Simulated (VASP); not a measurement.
Write the native input for VASP 6.6.1 that does the following.

```yaml
Task: single point
Functional: r2SCAN
Potentials_or_basis: VASP PAW PBE potentials, release 64 (Al, Ni)
Cutoff: 520 eV
k_mesh: 6 × 6 × 4
Occupations: gaussian, width 0.2 eV
Spin: no spin polarisation
Dipole_correction: no
Further_INCAR_settings: ALGO = Normal; EDIFF = 1e-06; NBANDS = 32
```

AlNi2:

```xyz
6
Lattice="3.9740 0.0000 0.0000 -1.9870 3.4416 0.0000 0.0000 0.0000 4.9043" Properties=species:S:1:pos:R:3 pbc="T T T"
Al    0.0000    2.2944    0.9312
Al    1.9870    1.1472    3.9731
Ni    0.0000    2.2944    3.3600
Ni    1.9870    1.1472    1.5443
Ni    0.0000    0.0000    2.4521
Ni    0.0000    0.0000    0.0000
```

One way to write it, as run:

POSCAR

```
AlNi2
1.0
    3.9740030242      0.0000000000      0.0000000000
   -1.9870015121      3.4415875737      0.0000000000
    0.0000000000      0.0000000000      4.9042588200
Al Ni
2 4
Direct
    0.3333333333      0.6666666667      0.1898740600
    0.6666666667      0.3333333333      0.8101259400
    0.3333333333      0.6666666667      0.6851100400
    0.6666666667      0.3333333333      0.3148899600
    0.0000000000      0.0000000000      0.5000000000
    0.0000000000      0.0000000000      0.0000000000
```

INCAR.step1

```
ALGO = Normal ; EDIFF = 1E-4
ENCUT = 520 ; GGA = PE
ISMEAR = 0 ; LASPH = True
LCHARG = False ; LREAL = False
LWAVE = True ; NBANDS = 32
NELM = 60 ; PREC = Accurate
SIGMA = 0.2
```

INCAR.step2

```
ALGO = Normal ; EDIFF = 1E-6
ENCUT = 520 ; ISIF = 2
ISMEAR = 0 ; ISTART = 1
LASPH = True ; LCHARG = False
LMIXTAU = True ; LREAL = False
LWAVE = False ; METAGGA = R2SCAN
NBANDS = 32 ; NELM = 60
PREC = Accurate ; SIGMA = 0.2
```

KPOINTS

```
k-points
0
Gamma
  6 6 4
```

Potentials or basis: VASP PAW PBE potentials, release 64 (Al, Ni).

Command:

```sh
$ cat potpaw_PBE.64/Al/POTCAR potpaw_PBE.64/Ni/POTCAR > POTCAR
$ cp INCAR.step1 INCAR
$ mpirun -np 1 vasp_std > vasp.out
$ cp INCAR.step2 INCAR
$ mpirun -np 1 vasp_std > vasp.out
```

It gave:

The pressure is 0.8 GPa. The largest force is 0.018 eV/Å and the band gap on the k mesh is zero (bands 23 and 24 overlap by 4.37 eV).

Caveat: the PAW data sets were made with another functional, which shifts forces and pressure a little.

Wall time 6.3 min on 1 thread of Intel Xeon 8259CL, with other jobs on the host, peak memory 0.2 GiB.
